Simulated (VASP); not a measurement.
# C (Fm-3m) in VASP: notebook

The runs below take C through single point, with RPBE.

Everything below comes from runs of VASP 6.6.1. Logs are shortened: lines on timing, memory, paths and dates and some standing lists are left out, and cuts for length are marked.

**1. The cell of the first run**

It takes space group Fm-3m (No. 225, cubic). The conventional cell has a = 3.186 Å, b = 3.186 Å, c = 3.186 Å, α = 90.00°, β = 90.00°, γ = 90.00°. C (site symmetry m-3m) has 12 C at 2.25 Å within 3.0 Å.

**2. Single point, RPBE (volume scaled by 1.08)**

INCAR reads:

```
  PREC = Accurate
  ENCUT = 520
  EDIFF = 1E-7
  ISMEAR = -1
  SIGMA = 0.1
  LREAL = False
  LASPH = True
  NELM = 60
  ALGO = Normal
  ISIF = 2
  LWAVE = False
  LCHARG = False
  GGA = RP
  NBANDS = 8
```

KPOINTS reads:

```
regular mesh
0
Gamma
  19 19 19
```

POSCAR reads:

```
C
1.0
    0.0000000000      1.5927685953      1.5927685953
    1.5927685953      0.0000000000      1.5927685953
    1.5927685953      1.5927685953      0.0000000000
C
1
Direct
    0.0000000000      0.0000000000      0.0000000000
```

Potentials or basis: VASP PAW PBE potentials, release 64 (C).

On the command line:

```bash
$ cat potpaw_PBE.64/C/POTCAR > POTCAR
$ mpirun -np 1 vasp_std > vasp.out
```

OUTCAR:

```text
PREC = Accurate
   ENCUT = 520
   EDIFF = 1E-7
   ISMEAR = -1
   LREAL = False
   LASPH = True
   NELM = 60
   ISIF = 2
   GGA = RP

 ion  position               nearest neighbor table
   1  0.000  0.000  0.000-

  LATTYP: Found a face centered cubic cell.
 ALAT       =     3.1855371906

  Lattice vectors:

 A1 = (   0.0000000000,   1.5927685953,   1.5927685953)
 A2 = (   1.5927685953,   0.0000000000,   1.5927685953)
 A3 = (   1.5927685953,   1.5927685953,   0.0000000000)

Analysis of symmetry for initial positions (statically):
=====================================================================
 Subroutine PRICEL returns:
 Original cell was already a primitive cell.

 Routine SETGRP: Setting up the symmetry group for a
 face centered cubic supercell.

 Subroutine GETGRP returns: Found 48 space group operations
 (whereof 48 operations were pure point group operations)
 out of a pool of 48 trial point group operations.

The static configuration has the point symmetry O_h .

Analysis of symmetry for dynamics (positions and initial velocities):
=====================================================================
 Subroutine PRICEL returns:
 Original cell was already a primitive cell.

 Routine SETGRP: Setting up the symmetry group for a
 face centered cubic supercell.

 Subroutine GETGRP returns: Found 48 space group operations
 (whereof 48 operations were pure point group operations)
 out of a pool of 48 trial point group operations.

The dynamic configuration has the point symmetry O_h .

 Subroutine INISYM returns: Found 48 space group operations
 (whereof 48 operations are pure point group operations),
 and found     1 'primitive' translations

----------------------------------------------------------------------------------------

                                     Primitive cell

  volume of cell :       8.0814

  direct lattice vectors                    reciprocal lattice vectors
     0.000000000  1.592768595  1.592768595    -0.313918796  0.313918796  0.313918796
     1.592768595  0.000000000  1.592768595     0.313918796 -0.313918796  0.313918796
     1.592768595  1.592768595  0.000000000     0.313918796  0.313918796 -0.313918796

  length of vectors
     2.252514949  2.252514949  2.252514949     0.543723304  0.543723304  0.543723304

  position of ions in fractional coordinates (direct lattice)
     0.000000000  0.000000000  0.000000000

  ion indices of the primitive-cell ions
   primitive index   ion index
[... 69 lines left out ...]
   LSORBIT =      F    spin-orbit coupling
   LASPH  =      T    aspherical Exc in radial PAW
   ENCUT  =  520.0 eV  38.22 Ry    6.18 a.u.   4.19  4.19  4.19*2*pi/ulx,y,z
   NELM   =     60;   NELMIN=  2; NELMDL= -5     # of ELM steps
   EDIFF  = 0.1E-06   stopping-criterion for ELM
   LREAL  =      F    real-space projection
   EDIFFG = 0.1E-05   stopping-criterion for IOM
   NSW    =      0    number of steps for IOM
   IBRION =     -1    ionic relax: 0-MD 1-quasi-New 2-CG
   NFREE  =      0    steps in history (QN), initial steepest desc. (CG)
   ISIF   =      2    stress and relaxation
   ISYM   =      2    0-nonsym 1-usesym 2-fastsym
   POTIM  = 0.5000    time-step for ionic-motion
   TEBEG  =    0.0;   TEEND  =   0.0 temperature during run
   PSTRESS=    0.0 pullay stress
   NELECT =       4.0000    total number of electrons
   NUPDOWN=      -1.0000    fix difference up-down
   EMIN   =  10.00;   EMAX   =-10.00  energy-range for DOS
   EFERMI =   0.00;   METHOD = LEGACY
   ISMEAR =    -1;   SIGMA  =   0.10  broadening in eV -4-tet -1-fermi 0-gaus
   EFERMI_NEDOS =   21; number of points for ismear=-14 and -15
   IALGO  =     38    algorithm
   IMIX   =      4    mixing-type and parameters
     AMIX     =   0.40;   BMIX     =  1.00
     AMIX_MAG =   1.60;   BMIX_MAG =  1.00
  volume/ion in A,a.u.               =       8.08        54.54
  Fermi-wavevector in a.u.,A,eV,Ry     =   1.294987  2.447171 22.816860  1.676992
  Thomas-Fermi vector in A             =   2.426535
   LORBIT       =      0    0 simple, 1 ext, 2 COOP (PROOUT), +10 PAW based schemes
   GGA     = RP    functional components
   LHFCALC =     F    Hartree Fock is set to
   AEXX    =    0.0000 exact exchange contribution
   IVDW    =     0    specifies the selected vdW correction
   LEPSILON=     F    determine dielectric tensor
   LRPA    =     F    only Hartree local field effects (RPA)
 non-spin polarized calculation
  energy-cutoff  :      520.00
  volume of cell :        8.08
 maximum number of plane-waves:       229
 NGX is ok and might be reduce to    18
   NGX =  9   NGY =  9   NGZ =  9

 number of electron       4.0000000 magnetization

 Free energy of the ion-electron system (eV)
  ---------------------------------------------------
  ext. energy  EPLUGINS =         0.00000000
  ---------------------------------------------------
  free energy    TOTEN  =        -4.26008502 eV

  energy without entropy =       -4.24895243  energy(sigma->0) =       -4.25451872

 E-fermi :   6.4073     XC(G=0): -12.1667

 val. band max:        6.3728648852   @ k =  -0.4211   0.2632   0.0000
 cond. band min:       6.4336521481   @ k =  -0.4737   0.3684   0.0526
 fundamental gap:      0.0607872629
 Fermi energy:         6.4072793323

 k-point     1 :       0.0000    0.0000    0.0000
  band No.  band energies     occupation
      1     -11.1416      2.00000
      2      13.6738      0.00000
      3      13.6738      0.00000
      4      13.6738      0.00000
      5      34.5079      0.00000
      6      35.0598      0.00000
      7      35.0598      0.00000
      8      35.0598      0.00000
[... 243 lines left out ...]
 k-point    24 :      -0.2632    0.0526    0.0000
  band No.  band energies     occupation
      1      -8.1447      2.00000
      2       6.6047      0.24394
      3      12.0812      0.00000
      4      12.9210      0.00000
      5      29.7141      0.00000
      6      32.9784      0.00000
      7      34.7968      0.00000
      8      35.7189      0.00000

 [... further k-points ...]
[... 5 lines left out ...]
  --------------------------------------------------------------------------------------
  -------------------------------------------------------------------------------------
  Total       -0.4869557     -0.4869557     -0.4869557      0.0000000     -0.0000000      0.0000000
  in kB      -96.5410441    -96.5410441    -96.5410441      0.0000000     -0.0000000      0.0000000
  external PRESSURE =     -96.5410441 kB  Pullay stress =       0.0000000 kB

 VOLUME and BASIS-vectors are now :
 -----------------------------------------------------------------------------
  energy-cutoff  :      520.00
  volume of cell :        8.08
      direct lattice vectors                 reciprocal lattice vectors
     0.000000000  1.592768595  1.592768595    -0.313918796  0.313918796  0.313918796
     1.592768595  0.000000000  1.592768595     0.313918796 -0.313918796  0.313918796
     1.592768595  1.592768595  0.000000000     0.313918796  0.313918796 -0.313918796

 POSITION                                       TOTAL-FORCE (eV/Angst)
 -----------------------------------------------------------------------------------
      0.00000      0.00000      0.00000         0.000000      0.000000      0.000000
 -----------------------------------------------------------------------------------
    total drift:                               -0.000000      0.000000      0.000000

  FREE ENERGIE OF THE ION-ELECTRON SYSTEM (eV)
  ---------------------------------------------------
  free  energy   TOTEN  =        -4.2600850227 eV

  energy  without entropy=       -4.2489524266  energy(sigma->0) =       -4.25451872
```

It took 6.2 s on 1 thread of Intel Xeon 6975P-C (Granite Rapids), shared host; peak memory 0.11 GiB.

What came out:

```yaml
Free_energy: -4.2601 eV
Pressure: -9.7 GPa
Band_gap_on_the_k_mesh: zero (band 2 reaches 13.67 eV, above the bottom of band 3 at 3.56 eV)
```

Caveat: the cell differs from its parent crystal (volume scaled by 1.08); the PAW data sets were made with another functional, which shifts forces and pressure a little.

**3. Single point, RPBE (volume scaled by 1.12)**

INCAR reads:

```
SYSTEM = C
  PREC = Accurate
  ENCUT = 520
  EDIFF = 1E-6
  ISMEAR = -1
  SIGMA = 0.1
  LREAL = .FALSE.
  LASPH = .TRUE.
  NELM = 80
  ALGO = Normal
  ISIF = 2
  LWAVE = .FALSE.
  LCHARG = .FALSE.
  GGA = RP
  NBANDS = 8
```

KPOINTS reads:

```
Automatic mesh
0
G
  19 19 19
  0 0 0
```

POSCAR reads:

```
C
1.0
    0.0000000000      1.6121945171      1.6121945171
    1.6121945171      0.0000000000      1.6121945171
    1.6121945171      1.6121945171      0.0000000000
C
1
Direct
    0.0000000000      0.0000000000      0.0000000000
```

Potentials or basis: VASP PAW PBE potentials, release 64 (C).

On the command line:

```bash
$ cat potpaw_PBE.64/C/POTCAR > POTCAR
$ mpirun -np 1 vasp_std > vasp.out
```

OUTCAR:

```text
SYSTEM = C
   PREC = Accurate
   ENCUT = 520
   EDIFF = 1E-6
   ISMEAR = -1
   LREAL = .FALSE.
   LASPH = .TRUE.
   NELM = 80
   ISIF = 2
   GGA = RP

 ion  position               nearest neighbor table
   1  0.000  0.000  0.000-

  LATTYP: Found a face centered cubic cell.
 ALAT       =     3.2243890342

  Lattice vectors:

 A1 = (   0.0000000000,   1.6121945171,   1.6121945171)
 A2 = (   1.6121945171,   0.0000000000,   1.6121945171)
 A3 = (   1.6121945171,   1.6121945171,   0.0000000000)

Analysis of symmetry for initial positions (statically):
=====================================================================
 Subroutine PRICEL returns:
 Original cell was already a primitive cell.

 Routine SETGRP: Setting up the symmetry group for a
 face centered cubic supercell.

 Subroutine GETGRP returns: Found 48 space group operations
 (whereof 48 operations were pure point group operations)
 out of a pool of 48 trial point group operations.

The static configuration has the point symmetry O_h .

Analysis of symmetry for dynamics (positions and initial velocities):
=====================================================================
 Subroutine PRICEL returns:
 Original cell was already a primitive cell.

 Routine SETGRP: Setting up the symmetry group for a
 face centered cubic supercell.

 Subroutine GETGRP returns: Found 48 space group operations
 (whereof 48 operations were pure point group operations)
 out of a pool of 48 trial point group operations.

The dynamic configuration has the point symmetry O_h .

 Subroutine INISYM returns: Found 48 space group operations
 (whereof 48 operations are pure point group operations),
 and found     1 'primitive' translations

----------------------------------------------------------------------------------------

                                     Primitive cell

  volume of cell :       8.3807

  direct lattice vectors                    reciprocal lattice vectors
[... 101 lines left out ...]
   EFERMI_NEDOS =   21; number of points for ismear=-14 and -15
   IALGO  =     38    algorithm
   IMIX   =      4    mixing-type and parameters
     AMIX     =   0.40;   BMIX     =  1.00
     AMIX_MAG =   1.60;   BMIX_MAG =  1.00
  volume/ion in A,a.u.               =       8.38        56.56
  Fermi-wavevector in a.u.,A,eV,Ry     =   1.279383  2.417684 22.270315  1.636822
  Thomas-Fermi vector in A             =   2.411872
   LORBIT       =      0    0 simple, 1 ext, 2 COOP (PROOUT), +10 PAW based schemes
   GGA     = RP    functional components
   LHFCALC =     F    Hartree Fock is set to
   AEXX    =    0.0000 exact exchange contribution
   IVDW    =     0    specifies the selected vdW correction
   LEPSILON=     F    determine dielectric tensor
   LRPA    =     F    only Hartree local field effects (RPA)
 non-spin polarized calculation
  energy-cutoff  :      520.00
  volume of cell :        8.38
 maximum number of plane-waves:       238
 NGX is ok and might be reduce to    18
   NGX =  9   NGY =  9   NGZ =  9

 number of electron       4.0000000 magnetization

 Free energy of the ion-electron system (eV)
  ---------------------------------------------------
  ext. energy  EPLUGINS =         0.00000000
  ---------------------------------------------------
  free energy    TOTEN  =        -4.23882879 eV

  energy without entropy =       -4.22737010  energy(sigma->0) =       -4.23309944

 E-fermi :   5.9635     XC(G=0): -11.9910

 val. band max:        5.9265119415   @ k =  -0.4211   0.2632   0.0000
 cond. band min:       6.0538696684   @ k =  -0.4737   0.3684   0.0526
 fundamental gap:      0.1273577270
 Fermi energy:         5.9635255234

 k-point     1 :       0.0000    0.0000    0.0000
  band No.  band energies     occupation
      1     -11.1511      2.00000
      2      12.9693      0.00000
      3      12.9693      0.00000
      4      12.9693      0.00000
      5      33.0858      0.00000
      6      34.1740      0.00000
      7      34.1740      0.00000
      8      34.1740      0.00000
[... 243 lines left out ...]
 k-point    24 :      -0.2632    0.0526    0.0000
  band No.  band energies     occupation
      1      -8.2347      2.00000
      2       6.1368      0.30053
      3      11.4462      0.00000
      4      12.2478      0.00000
      5      28.8051      0.00000
      6      32.0261      0.00000
      7      33.9215      0.00000
      8      34.6063      0.00000

 [... further k-points ...]
[... 5 lines left out ...]
  --------------------------------------------------------------------------------------
  -------------------------------------------------------------------------------------
  Total       -0.6916968     -0.6916968     -0.6916968     -0.0000000      0.0000000      0.0000000
  in kB     -132.2342778   -132.2342778   -132.2342778     -0.0000000      0.0000000      0.0000000
  external PRESSURE =    -132.2342778 kB  Pullay stress =       0.0000000 kB

 VOLUME and BASIS-vectors are now :
 -----------------------------------------------------------------------------
  energy-cutoff  :      520.00
  volume of cell :        8.38
      direct lattice vectors                 reciprocal lattice vectors
     0.000000000  1.612194517  1.612194517    -0.310136274  0.310136274  0.310136274
     1.612194517  0.000000000  1.612194517     0.310136274 -0.310136274  0.310136274
     1.612194517  1.612194517  0.000000000     0.310136274  0.310136274 -0.310136274

 POSITION                                       TOTAL-FORCE (eV/Angst)
 -----------------------------------------------------------------------------------
      0.00000      0.00000      0.00000         0.000000      0.000000      0.000000
 -----------------------------------------------------------------------------------
    total drift:                                0.000000      0.000000     -0.000000

  FREE ENERGIE OF THE ION-ELECTRON SYSTEM (eV)
  ---------------------------------------------------
  free  energy   TOTEN  =        -4.2388287911 eV

  energy  without entropy=       -4.2273700984  energy(sigma->0) =       -4.23309944
```

OSZICAR:

```text
N       E                     dE             d eps       ncg     rms          rms(c)
DAV:   1    -0.232081881098E+01   -0.23208E+01   -0.23027E+03  3768   0.479E+02
DAV:   2    -0.423530774164E+01   -0.19145E+01   -0.17716E+01  4736   0.296E+01
DAV:   3    -0.424380121055E+01   -0.84935E-02   -0.84881E-02  3784   0.216E+00
DAV:   4    -0.424380509693E+01   -0.38864E-05   -0.38860E-05  5152   0.467E-02
DAV:   5    -0.424380509774E+01   -0.81675E-09   -0.70429E-09  3864   0.393E-04    0.868E-01
DAV:   6    -0.423976412171E+01    0.40410E-02   -0.41037E-03  3616   0.352E-01    0.472E-01
DAV:   7    -0.423875468304E+01    0.10094E-02   -0.52489E-03  3752   0.407E-01    0.413E-02
DAV:   8    -0.423882900150E+01   -0.74318E-04   -0.86546E-05  3848   0.756E-02    0.648E-03
DAV:   9    -0.423882879113E+01    0.21037E-06   -0.31165E-07  4264   0.489E-03
   1 F= -.42388288E+01 E0= -.42330994E+01  d E =-.114587E-01
```

stdout:

```text
POSCAR found type information on POSCAR C
 POSCAR found :  1 types and       1 ions
 scaLAPACK will be used
 -----------------------------------------------------------------------------
|                                                                             |
|                                                                             |
|     You enforced a specific xc type in the INCAR file but a different       |
|     I HOPE YOU KNOW WHAT YOU ARE DOING!                                     |
|                                                                             |
 -----------------------------------------------------------------------------

 LDA part: xc-table for (Slater+PW92), standard interpolation
 POSCAR, INCAR and KPOINTS ok, starting setup
 FFT: planning ... GRIDC
 FFT: planning ... GRID_SOFT
 FFT: planning ... GRID
 WAVECAR not read
 entering main loop
```

Wall time 5.4 s (1 thread of Intel Xeon 6975P-C (Granite Rapids), shared host); peak memory 0.11 GiB.

What came out:

* Free energy: -4.2388 eV
* Pressure: -13.2 GPa
* Band gap on the k mesh: zero (band 2 reaches 12.97 eV, above the bottom of band 3 at 3.19 eV)

Levels at points of the mesh, in eV from the Fermi level:
| k point | band 1 | band 2 | band 3 | band 4 | band 5 |
| --- | --- | --- | --- | --- | --- |
| (0.00, 0.00, 0.00) | -17.11 | 7.01 | 7.01 | 7.01 | 27.12 |

Caveat: the cell differs from its parent crystal (volume scaled by 1.12); the PAW data sets were made with another functional, which shifts forces and pressure a little.

**4. Single point, RPBE**

This run uses another cell than the first one, of 7.48 Å³/atom, 0.926 times its volume.

INCAR reads:

```
SYSTEM = C
PREC = Accurate
ENCUT = 520
EDIFF = 1E-6
ISMEAR = -1
SIGMA = 0.1
LREAL = .FALSE.
LASPH = .TRUE.
NELM = 60
ALGO = Normal
ISIF = 2
LWAVE = .FALSE.
LCHARG = .TRUE.
GGA = RP
LELF = .TRUE.
LVHAR = .TRUE.
NBANDS = 8
```

KPOINTS reads:

```
Automatic mesh
0
G
  28 28 28
  0 0 0
```

POSCAR reads:

```
C
1.0
    0.0000000000      1.5524278752      1.5524278752
    1.5524278752      0.0000000000      1.5524278752
    1.5524278752      1.5524278752      0.0000000000
C
1
Direct
    0.0000000000      0.0000000000      0.0000000000
```

On the command line:

```bash
$ cat potpaw_PBE.64/C/POTCAR > POTCAR
$ mpirun -np 1 vasp_std > vasp.out
```

Wall time 6.4 s (1 thread of Intel Xeon 6975P-C (Granite Rapids), shared host); peak memory 0.13 GiB.

Results (log left out):

* Free energy: -4.2765 eV
* Pressure: -0.1 GPa
* Band gap on the k mesh: zero (band 2 reaches 15.24 eV, above the bottom of band 3 at 4.02 eV)

Levels at points of the mesh, in eV from the Fermi level:
| k point | band 1 | band 2 | band 3 | band 4 | band 5 | band 6 |
| --- | --- | --- | --- | --- | --- | --- |
| (0.00, 0.00, 0.00) | -18.50 | 7.86 | 7.86 | 7.86 | 29.63 | 29.63 |
| (0.50, 0.00, 0.00) | -9.43 | -8.40 | 6.18 | 6.18 | 24.17 | 27.13 |
| (0.50, 0.50, 0.00) | -6.56 | -5.64 | 2.27 | 2.27 | 14.57 | 16.17 |

Caveat: the PAW data sets were made with another functional, which shifts forces and pressure a little.

**5. Summary**

| cell | k mesh | gap on the mesh (eV) | pressure (GPa) |
| --- | --- | --- | --- |
| a = 2.253 Å, angles 60.0°, 1 atom | 19 × 19 × 19 | none | -9.7 |
| a = 2.280 Å, angles 60.0°, 1 atom | 19 × 19 × 19 | none | -13.2 |
| a = 2.195 Å, angles 60.0°, 1 atom | 28 × 28 × 28 | none | -0.1 |

Alike in all rows: task single point; level RPBE; potentials or basis VASP PAW PBE potentials, release 64 (C); no spin polarisation; cutoff (eV) 520; smearing fermi-dirac 0.1 eV.

Caveats: the PAW data sets were made with another functional, which shifts forces and pressure a little.

Total energies depend on the potentials used, so only differences within one code and one set of settings carry meaning.
